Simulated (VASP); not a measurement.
# Au (Pm-3m) in VASP: further runs, part 2 of 2

VASP 6.6.1. Earlier steps stand in the parts before.

### 4 Relaxation of cell and atoms, PBE

This run uses another cell than the first one, of 20.41 Å³/atom, 1.074 times its volume.

File INCAR:

```
PREC     = Accurate       # precision mode
ENCUT    = 600            # plane-wave cutoff, eV
EDIFF    = 1E-7           # SCF threshold, eV
ISMEAR   = 0              # smearing method
SIGMA    = 0.1            # smearing width, eV
LREAL    = F              # projectors in reciprocal space
LASPH    = T              # aspherical terms in the spheres
NELM     = 100            # most SCF steps
ALGO     = Normal         # electronic algorithm
ISIF     = 3              # what is computed and relaxed
LWAVE    = F              # write WAVECAR
LCHARG   = F              # write CHGCAR
GGA      = PE             # functional
IBRION   = 2              # ionic algorithm
NSW      = 100            # ionic steps
EDIFFG   = -0.01          # ionic threshold
```

File KPOINTS:

```
Automatic mesh
0
Gamma
  20 20 20
```

File POSCAR:

```
Au
1.0
    2.7327233606      0.0000000000      0.0000000000
    0.0000000000      2.7327233606      0.0000000000
    0.0000000000      0.0000000000      2.7327233606
Au
1
Direct
    0.0000000000      0.0000000000      0.0000000000
```

Potentials or basis: VASP PAW PBE potentials, release 64 (Au).

Command:

```sh
$ cat potpaw_PBE.64/Au/POTCAR > POTCAR
$ mpirun -np 1 vasp_std > vasp.out
```

OUTCAR:

```text
PREC = Accurate
   ENCUT = 600
   EDIFF = 1E-7
   ISMEAR = 0
   LREAL = F
   LASPH = T
   NELM = 100
   ISIF = 3
   GGA = PE
   IBRION = 2
   NSW = 100
   EDIFFG = -0.01

 ion  position               nearest neighbor table
   1  0.000  0.000  0.000-

  LATTYP: Found a simple cubic cell.
 ALAT       =     2.7327233606

  Lattice vectors:

 A1 = (   2.7327233606,   0.0000000000,   0.0000000000)
 A2 = (   0.0000000000,   2.7327233606,   0.0000000000)
 A3 = (   0.0000000000,   0.0000000000,   2.7327233606)

Analysis of symmetry for initial positions (statically):
=====================================================================
 Subroutine PRICEL returns:
 Original cell was already a primitive cell.

 Routine SETGRP: Setting up the symmetry group for a
 simple cubic supercell.

 Subroutine GETGRP returns: Found 48 space group operations
 (whereof 48 operations were pure point group operations)
 out of a pool of 48 trial point group operations.

The static configuration has the point symmetry O_h .

[... 168 lines left out ...]
  Total        0.2309407      0.2309407      0.2309407     -0.0000000     -0.0000000      0.0000000
  in kB       18.1310971     18.1310971     18.1310971     -0.0000000     -0.0000000      0.0000000
  external PRESSURE =      18.1310971 kB  Pullay stress =       0.0000000 kB
[... 57 lines left out ...]
--------------------------------------- Ionic step        3  -------------------------------------------

 number of electron      11.0000001 magnetization

 Free energy of the ion-electron system (eV)
  ---------------------------------------------------
  ext. energy  EPLUGINS =         0.00000000
  ---------------------------------------------------
  free energy    TOTEN  =        -3.02308710 eV

  energy without entropy =       -3.02178465  energy(sigma->0) =       -3.02243588

 E-fermi :   6.2516     XC(G=0): -11.4305

 val. band max:        6.1900150378   @ k =   0.4000   0.3000   0.0000
 cond. band min:       6.2654597704   @ k =   0.4000   0.3000   0.0500
 fundamental gap:      0.0754447325
 Fermi energy:         6.2515960189

 k-point     1 :       0.0000    0.0000    0.0000
  band No.  band energies     occupation
      1      -1.4691      2.00000
      2       0.6786      2.00000
      3       0.6786      2.00000
      4       4.8453      2.00000
      5       4.8453      2.00000
      6       4.8453      2.00000
      7      20.1312      0.00000
      8      20.1312      0.00000
      9      20.1312      0.00000
[... 265 lines left out ...]
 k-point    24 :       0.2000    0.1000    0.0000
  band No.  band energies     occupation
      1      -0.3961      2.00000
      2       0.9648      2.00000
      3       1.5681      2.00000
      4       4.1362      2.00000
      5       4.3199      2.00000
      6       4.7435      2.00000
      7      15.7731      0.00000
      8      19.6342      0.00000
      9      21.9927      0.00000

 [... further k-points ...]

------------------------ aborting loop because EDIFF is reached ----------------------------------------

  FORCE on cell =-STRESS in cart. coord.  units (eV):
  Direction    XX          YY          ZZ          XY          YZ          ZX
  --------------------------------------------------------------------------------------
  -------------------------------------------------------------------------------------
  Total        0.0003158      0.0003158      0.0003158      0.0000000      0.0000000     -0.0000000
  in kB        0.0243992      0.0243992      0.0243992      0.0000000      0.0000000     -0.0000000
  external PRESSURE =       0.0243992 kB  Pullay stress =       0.0000000 kB
[... 16 lines left out ...]
  FREE ENERGIE OF THE ION-ELECTRON SYSTEM (eV)
  ---------------------------------------------------
  free  energy   TOTEN  =        -3.0230871018 eV

  energy  without entropy=       -3.0217846517  energy(sigma->0) =       -3.02243588

 reached required accuracy - stopping structural energy minimisation
```

OSZICAR:

```text
N       E                     dE             d eps       ncg     rms          rms(c)
DAV:   1     0.496178300478E+02    0.49618E+02   -0.60888E+03  5413   0.120E+03
DAV:   2    -0.280259444505E+01   -0.52420E+02   -0.49739E+02  5400   0.209E+02
DAV:   3    -0.329839033871E+01   -0.49580E+00   -0.49482E+00  5957   0.216E+01
DAV:   4    -0.330023757911E+01   -0.18472E-02   -0.18472E-02  5777   0.137E+00
[... 21 lines left out ...]
DAV:   3    -0.302300637006E+01    0.72768E-03   -0.38284E-03  5357   0.549E-01    0.324E-01
DAV:   4    -0.302308671694E+01   -0.80347E-04   -0.40599E-04  5342   0.137E-01    0.118E-02
DAV:   5    -0.302308522422E+01    0.14927E-05   -0.72567E-06  5665   0.246E-02    0.361E-03
DAV:   6    -0.302308706425E+01   -0.18400E-05   -0.59225E-07  5523   0.671E-03    0.682E-04
DAV:   7    -0.302308710178E+01   -0.37532E-07   -0.19405E-08  3244   0.130E-03
   3 F= -.30230871E+01 E0= -.30224359E+01  d E =-.182883E-02
```

CONTCAR:

```text
Au
   1.00000000000000
     2.7473952097061560   -0.0000000000000000    0.0000000000000000
    -0.0000000000000000    2.7473952097061560   -0.0000000000000000
     0.0000000000000000   -0.0000000000000000    2.7473952097061560
  Au
     1
Direct
     0.0000000000000000    0.0000000000000000    0.0000000000000000

  0.00000000E+00  0.00000000E+00  0.00000000E+00
```

It took 31 s on 1 thread of Intel Xeon 6975P-C (Granite Rapids), shared host; peak memory 0.21 GiB.

Results:

```
Free energy                            : -3.0231 eV
Relaxed volume                         : 20.74 Å³/atom
Relaxed cell                           : a = 2.747 Å, b = 2.747 Å, c = 2.747 Å, α = 90.00°, β = 90.00°, γ = 90.00°
Space group after relaxing (to 0.05 Å) : Pm-3m (No. 221)
Energy gained by relaxing              : 1.8 meV/atom
Ionic steps                            : 3
Pressure after relaxing                : 0.0 GPa
```

The path:
```
step  energy change (eV)  largest force (eV/Å)  pressure (GPa)  volume (Å³)
   1              0.0000                0.0000            1.81        20.41
   2              0.0002                0.0000           -1.75        21.10
   3             -0.0018                0.0000            0.00        20.74
```

Final structure:
```
Au
1.0
     2.74740    0.00000    0.00000
     0.00000    2.74740    0.00000
     0.00000    0.00000    2.74740
Au
1
Direct
  0.00000 0.00000 0.00000
```

Levels at points of the mesh, in eV from the Fermi level:
```tsv
k point	band 3	band 4	band 5	band 6	band 7	band 8
(0.00, 0.00, 0.00)	-5.57	-1.41	-1.41	-1.41	13.88	13.88
(0.50, 0.00, 0.00)	-2.83	-2.83	-1.27	-0.39	2.08	16.37
(0.50, 0.50, 0.00)	-2.58	-2.58	-0.27	3.88	3.88	6.42
(0.50, 0.50, 0.50)	-4.84	-0.18	-0.18	8.45	8.45	8.45
```

Caveat: spin-orbit coupling is left out, which moves the levels of the heavy elements.

### 5 The runs side by side

```tsv
task	cell	k mesh	cutoff (eV)	gap on the mesh (eV)	pressure (GPa)	relaxed volume (Å³/atom)
relaxation of cell and atoms	relaxed from a = 2.668 Å, 1 atom	6 × 6 × 6	600	none	-0.3	20.44
single point	a = 2.748 Å, 1 atom	20 × 20 × 20	520	none	-0.2	-
relaxation of cell and atoms	relaxed from a = 2.733 Å, 1 atom	20 × 20 × 20	600	none	0.0	20.74
```

Alike in all rows: level PBE; potentials or basis VASP PAW PBE potentials, release 64 (Au); no spin polarisation; smearing gaussian 0.1 eV.

Caveats: some runs use coarse meshes; spin-orbit coupling is left out, which moves the levels of the heavy elements.

Absolute energies hang on the potentials; compare differences alone.
